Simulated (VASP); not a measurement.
# CdSe (F-43m) in VASP: single point with PBE

Aim: the single point of CdSe with PBE.

All numbers are computed with VASP 6.6.1; they aren't measurements. Logs are shortened: lines on timing, memory, paths and dates and some standing lists are left out, and cuts for length are marked.

## 1. The cell of the first run

Symmetry: F-43m, No. 216, cubic system. The conventional cell has a = 6.141 Å, b = 6.141 Å, c = 6.141 Å, α = 90.00°, β = 90.00°, γ = 90.00°. Within 3.5 Å of Cd (site symmetry -43m) lie 4 Se at 2.66 Å. Se (site symmetry -43m) has 4 Cd at 2.66 Å within 3.5 Å.

## 2. Single point, PBE

The input, INCAR:

```
PREC = Accurate
ENCUT = 500
EDIFF = 1E-6
ISMEAR = 1
SIGMA = 0.02
LREAL = False
LASPH = True
NELM = 120
ALGO = Normal
ISIF = 2
LWAVE = False
LCHARG = False
GGA = PE
NBANDS = 16
GGA_COMPAT = False
```

The input, KPOINTS:

```
regular mesh
0
Gamma
  6 6 6
```

The input, POSCAR:

```
CdSe
1.0
    0.0000000000      3.0702700000      3.0702700000
    3.0702700000      0.0000000000      3.0702700000
    3.0702700000      3.0702700000      0.0000000000
Cd Se
1 1
Direct
    0.0000000000      0.0000000000      0.0000000000
    0.7500000000      0.7500000000      0.7500000000
```

Potentials or basis: VASP PAW PBE potentials, release 64 (Cd, Se).

Launch:

```bash
cat potpaw_PBE.64/Cd/POTCAR potpaw_PBE.64/Se/POTCAR > POTCAR
mpirun -np 1 vasp_std > vasp.out
```

OUTCAR:

```text
PREC = Accurate
   ENCUT = 500
   EDIFF = 1E-6
   ISMEAR = 1
   LREAL = False
   LASPH = True
   NELM = 120
   ISIF = 2
   GGA = PE

 ion  position               nearest neighbor table
   1  0.000  0.000  0.000-   2 2.66   2 2.66   2 2.66   2 2.66
   2  0.750  0.750  0.750-   1 2.66   1 2.66   1 2.66   1 2.66

  LATTYP: Found a face centered cubic cell.
 ALAT       =     6.1405400000

  Lattice vectors:

 A1 = (   0.0000000000,   3.0702700000,   3.0702700000)
 A2 = (   3.0702700000,   0.0000000000,   3.0702700000)
 A3 = (   3.0702700000,   3.0702700000,   0.0000000000)

Analysis of symmetry for initial positions (statically):
=====================================================================
 Subroutine PRICEL returns:
 Original cell was already a primitive cell.

 Routine SETGRP: Setting up the symmetry group for a
 face centered cubic supercell.

 Subroutine GETGRP returns: Found 24 space group operations
 (whereof 24 operations were pure point group operations)
 out of a pool of 48 trial point group operations.

The static configuration has the point symmetry T_d .

Analysis of symmetry for dynamics (positions and initial velocities):
=====================================================================
 Subroutine PRICEL returns:
 Original cell was already a primitive cell.

 Routine SETGRP: Setting up the symmetry group for a
 face centered cubic supercell.

 Subroutine GETGRP returns: Found 24 space group operations
 (whereof 24 operations were pure point group operations)
 out of a pool of 48 trial point group operations.

The dynamic configuration has the point symmetry T_d .

 Subroutine INISYM returns: Found 24 space group operations
 (whereof 24 operations are pure point group operations),
 and found     1 'primitive' translations

----------------------------------------------------------------------------------------

                                     Primitive cell

  volume of cell :      57.8842

  direct lattice vectors                    reciprocal lattice vectors
     0.000000000  3.070270000  3.070270000    -0.162852127  0.162852127  0.162852127
     3.070270000  0.000000000  3.070270000     0.162852127 -0.162852127  0.162852127
     3.070270000  3.070270000  0.000000000     0.162852127  0.162852127 -0.162852127

  length of vectors
     4.342017474  4.342017474  4.342017474     0.282068158  0.282068158  0.282068158

  position of ions in fractional coordinates (direct lattice)
     0.000000000  0.000000000  0.000000000
     0.750000000  0.750000000  0.750000000

  ion indices of the primitive-cell ions
   primitive index   ion index
                 1           1
                 2           2

----------------------------------------------------------------------------------------

 KPOINTS: regular mesh

Automatic generation of k-mesh.
 Grid dimensions read from file:
 generate k-points for:    6    6    6

 Generating k-lattice:

  Cartesian coordinates                     Fractional coordinates (reciprocal lattice)
    -0.027142021  0.027142021  0.027142021     0.166666667  0.000000000  0.000000000
     0.027142021 -0.027142021  0.027142021     0.000000000  0.166666667  0.000000000
     0.027142021  0.027142021 -0.027142021     0.000000000  0.000000000  0.166666667

  Length of vectors
     0.047011360  0.047011360  0.047011360

  Shift w.r.t. Gamma in fractional coordinates (k-lattice)
     0.000000000  0.000000000  0.000000000

 Subroutine IBZKPT returns following result:
 ===========================================

 Found     16 irreducible k-points:

 Following reciprocal coordinates:
            Coordinates               Weight
  0.000000  0.000000  0.000000      1.000000
  0.166667  0.000000  0.000000      8.000000
  0.333333  0.000000  0.000000      8.000000
  0.500000  0.000000  0.000000      4.000000
  0.166667  0.166667  0.000000      6.000000
  0.333333  0.166667  0.000000     24.000000
[... 8 lines left out ...]
 -0.333333  0.333333  0.166667     24.000000
 -0.333333  0.500000  0.166667     12.000000
   k-points           NKPTS =     16   k-points in BZ     NKDIM =     16   number of bands    NBANDS=     16
   number of dos      NEDOS =    301   number of ions     NIONS =      2
   total plane-waves  NPLWV =  32768
   dimension x,y,z NGX =    32 NGY =   32 NGZ =   32
   dimension x,y,z NGXF=    64 NGYF=   64 NGZF=   64
   ions per type =               1   1
   NGX,Y,Z   is equivalent  to a cutoff of  12.25, 12.25, 12.25 a.u.
   NGXF,Y,Z  is equivalent  to a cutoff of  24.50, 24.50, 24.50 a.u.
 SYSTEM =  unknown system
   PREC   = accura    normal or accurate (medium, high low for compatibility)
   ISTART =      0    job   : 0-new  1-cont  2-samecut
   ICHARG =      2    charge: 1-file 2-atom 10-const
   ISPIN  =      1    spin polarized calculation?
   LNONCOLLINEAR =      F non collinear calculations
   LSORBIT =      F    spin-orbit coupling
   LASPH  =      T    aspherical Exc in radial PAW
   ENCUT  =  500.0 eV  36.75 Ry    6.06 a.u.   7.92  7.92  7.92*2*pi/ulx,y,z
   NELM   =    120;   NELMIN=  2; NELMDL= -5     # of ELM steps
   EDIFF  = 0.1E-05   stopping-criterion for ELM
   LREAL  =      F    real-space projection
[... 7 lines left out ...]
   TEBEG  =    0.0;   TEEND  =   0.0 temperature during run
   PSTRESS=    0.0 pullay stress
   NELECT =      18.0000    total number of electrons
   NUPDOWN=      -1.0000    fix difference up-down
   EMIN   =  10.00;   EMAX   =-10.00  energy-range for DOS
   EFERMI =   0.00;   METHOD = LEGACY
   ISMEAR =     1;   SIGMA  =   0.02  broadening in eV -4-tet -1-fermi 0-gaus
   EFERMI_NEDOS =   21; number of points for ismear=-14 and -15
   IALGO  =     38    algorithm
   IMIX   =      4    mixing-type and parameters
     AMIX     =   0.40;   BMIX     =  1.00
     AMIX_MAG =   1.60;   BMIX_MAG =  1.00
  volume/ion in A,a.u.               =      28.94       195.31
  Fermi-wavevector in a.u.,A,eV,Ry     =   1.109121  2.095936 16.737212  1.230150
  Thomas-Fermi vector in A             =   2.245657
   LORBIT       =      0    0 simple, 1 ext, 2 COOP (PROOUT), +10 PAW based schemes
   GGA     = PE    functional components
   LHFCALC =     F    Hartree Fock is set to
   AEXX    =    0.0000 exact exchange contribution
   IVDW    =     0    specifies the selected vdW correction
   LEPSILON=     F    determine dielectric tensor
   LRPA    =     F    only Hartree local field effects (RPA)
 non-spin polarized calculation
 Methfessel and Paxton  Order N= 1 SIGMA  =   0.02
  energy-cutoff  :      500.00
  volume of cell :       57.88
 maximum number of plane-waves:      1484
   NGX = 15   NGY = 15   NGZ = 15

 number of electron      18.0000008 magnetization

 Free energy of the ion-electron system (eV)
  ---------------------------------------------------
  ext. energy  EPLUGINS =         0.00000000
  ---------------------------------------------------
  free energy    TOTEN  =        -5.48650199 eV

  energy without entropy =       -5.48651810  energy(sigma->0) =       -5.48650736

 E-fermi :   0.7390     XC(G=0):  -8.7551

 val. band max:        0.7221591481   @ k =   0.0000   0.0000   0.0000
 cond. band min:       1.2697611583   @ k =   0.0000   0.0000   0.0000
 fundamental gap:      0.5476020102
 Fermi energy:         0.7389966979

 k-point     1 :       0.0000    0.0000    0.0000
  band No.  band energies     occupation
      1     -11.7143      2.00000
      2      -7.1235      2.00000
      3      -7.1235      2.00000
      4      -7.1235      2.00000
      5      -6.7794      2.00000
      6      -6.7794      2.00000
[... 8 lines left out ...]
     15      11.7547      0.00000
     16      11.7547      0.00000

 k-point     2 :       0.1667    0.0000    0.0000
  band No.  band energies     occupation
      1     -11.6285      2.00000
      2      -7.0969      2.00000
      3      -7.0969      2.00000
      4      -7.0387      2.00000
      5      -6.7801      2.00000
      6      -6.7801      2.00000
[... 8 lines left out ...]
     15      10.8140      0.00000
     16      11.1771      0.00000

 k-point     3 :       0.3333    0.0000    0.0000
  band No.  band energies     occupation
      1     -11.4542      2.00000
      2      -7.0526      2.00000
      3      -7.0526      2.00000
      4      -6.7701      2.00000
      5      -6.7701      2.00000
      6      -6.7566      2.00000
[... 8 lines left out ...]
     15      11.2277      0.00000
     16      11.2277      0.00000

 k-point     4 :       0.5000    0.0000    0.0000
  band No.  band energies     occupation
      1     -11.3664      2.00000
      2      -7.0366      2.00000
      3      -7.0366      2.00000
      4      -6.7576      2.00000
      5      -6.7576      2.00000
      6      -6.5051      2.00000
[... 8 lines left out ...]
     15      12.7717      0.00000
     16      12.7717      0.00000

 k-point     5 :       0.1667    0.1667    0.0000
  band No.  band energies     occupation
      1     -11.6001      2.00000
      2      -7.0694      2.00000
      3      -7.0694      2.00000
      4      -7.0493      2.00000
      5      -6.7947      2.00000
      6      -6.7659      2.00000
[... 8 lines left out ...]
     15      11.9919      0.00000
     16      12.2969      0.00000

 k-point     6 :       0.3333    0.1667    0.0000
  band No.  band energies     occupation
      1     -11.4559      2.00000
      2      -7.0378      2.00000
      3      -7.0176      2.00000
      4      -6.8789      2.00000
      5      -6.7541      2.00000
      6      -6.7530      2.00000
[... 8 lines left out ...]
     15      12.1542      0.00000
     16      12.4703      0.00000
[... 115 lines left out ...]
 k-point    13 :       0.5000    0.5000    0.0000
  band No.  band energies     occupation
      1     -11.2568      2.00000
      2      -6.9423      2.00000
      3      -6.8833      2.00000
      4      -6.8833      2.00000
      5      -6.7255      2.00000
      6      -6.4438      2.00000
[... 8 lines left out ...]
     15      13.0753      0.00000
     16      13.9845      0.00000

 k-point    14 :       0.5000    0.3333    0.1667
  band No.  band energies     occupation
      1     -11.3416      2.00000
      2      -6.9885      2.00000
      3      -6.9803      2.00000
      4      -6.8398      2.00000
      5      -6.7548      2.00000
      6      -6.5529      2.00000
[... 8 lines left out ...]
     15      12.7357      0.00000
     16      13.6889      0.00000

 k-point    15 :      -0.3333    0.3333    0.1667
  band No.  band energies     occupation
      1     -11.2850      2.00000
      2      -6.9817      2.00000
      3      -6.9565      2.00000
      4      -6.8078      2.00000
      5      -6.7687      2.00000
      6      -6.3809      2.00000
[... 8 lines left out ...]
     15      12.5239      0.00000
     16      13.6064      0.00000

 k-point    16 :      -0.3333    0.5000    0.1667
  band No.  band energies     occupation
      1     -11.2574      2.00000
      2      -6.9486      2.00000
      3      -6.9333      2.00000
      4      -6.8367      2.00000
      5      -6.7536      2.00000
      6      -6.3572      2.00000
[... 8 lines left out ...]
     15      13.4473      0.00000
     16      13.5582      0.00000

------------------------ aborting loop because EDIFF is reached ----------------------------------------

  FORCE on cell =-STRESS in cart. coord.  units (eV):
  Direction    XX          YY          ZZ          XY          YZ          ZX
  --------------------------------------------------------------------------------------
  -------------------------------------------------------------------------------------
  Total        0.5701542      0.5701542      0.5701542      0.0000000      0.0000000      0.0000000
  in kB       15.7813168     15.7813168     15.7813168      0.0000000      0.0000000      0.0000000
  external PRESSURE =      15.7813168 kB  Pullay stress =       0.0000000 kB

 VOLUME and BASIS-vectors are now :
 -----------------------------------------------------------------------------
  energy-cutoff  :      500.00
  volume of cell :       57.88
      direct lattice vectors                 reciprocal lattice vectors
     0.000000000  3.070270000  3.070270000    -0.162852127  0.162852127  0.162852127
     3.070270000  0.000000000  3.070270000     0.162852127 -0.162852127  0.162852127
     3.070270000  3.070270000  0.000000000     0.162852127  0.162852127 -0.162852127

 POSITION                                       TOTAL-FORCE (eV/Angst)
 -----------------------------------------------------------------------------------
      0.00000      0.00000      0.00000        -0.000000     -0.000000     -0.000000
      4.60540      4.60540      4.60540         0.000000      0.000000      0.000000
 -----------------------------------------------------------------------------------
    total drift:                               -0.000000     -0.000000     -0.000000

  FREE ENERGIE OF THE ION-ELECTRON SYSTEM (eV)
  ---------------------------------------------------
  free  energy   TOTEN  =        -5.4865019944 eV

  energy  without entropy=       -5.4865180996  energy(sigma->0) =       -5.48650736
```

It took 5.2 s on 1 thread of Intel Xeon 6975P-C (Granite Rapids), shared host; peak memory 0.17 GiB.

Results:

| Property | Result |
| --- | --- |
| Free energy | -5.4865 eV |
| Pressure | 1.6 GPa |
| Band gap on the k mesh | 0.55 eV, direct |
